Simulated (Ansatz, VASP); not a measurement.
# One calculation of Ga3AsP2, two programs

```
Ga P As
1.0
     3.94835    0.00000    0.00000
    -1.97418    3.41937    0.00000
     0.00000    0.00000    9.67704
Ga P As
3 2 1
Direct
  0.00000 0.00000 0.00703
  0.33333 0.66667 0.65996
  0.66667 0.33333 0.33331
  0.66667 0.33333 0.58019
  0.00000 0.00000 0.25323
  0.33333 0.66667 0.91627
```

Alike in both runs: functional PBE; k mesh 12 × 12 × 4; occupations gaussian, width 0.02 eV; no spin polarisation.

Ansatz relaxed the structure, and its values are those at the end. VASP's run is a single point on that final structure, the one shown.

|  | VASP | Ansatz |
| --- | --- | --- |
| version | VASP 6.6.1 | Ansatz 0.2.0 |
| potentials or method | VASP PAW PBE potentials, release 64 (Ga_d, P, As), cutoff 520 eV | scalar-relativistic, plane waves, PAW |
| valence electrons in the cell | 54 | 64 |

```csv
,VASP,Ansatz,Ansatz less VASP
gap on the k mesh at the Fermi level (eV),0.94,0.94,+0.003
least direct gap on the mesh (eV),0.94,0.94,+0.003
pressure (GPa),0.1,0.0,-0.06
rms of the force components (eV/Å),0.005,0.002,-0.0029
```

VASP's potentials hold 54 valence electrons a cell and Ansatz's 64, so a difference there can come from the potentials and not from the codes.
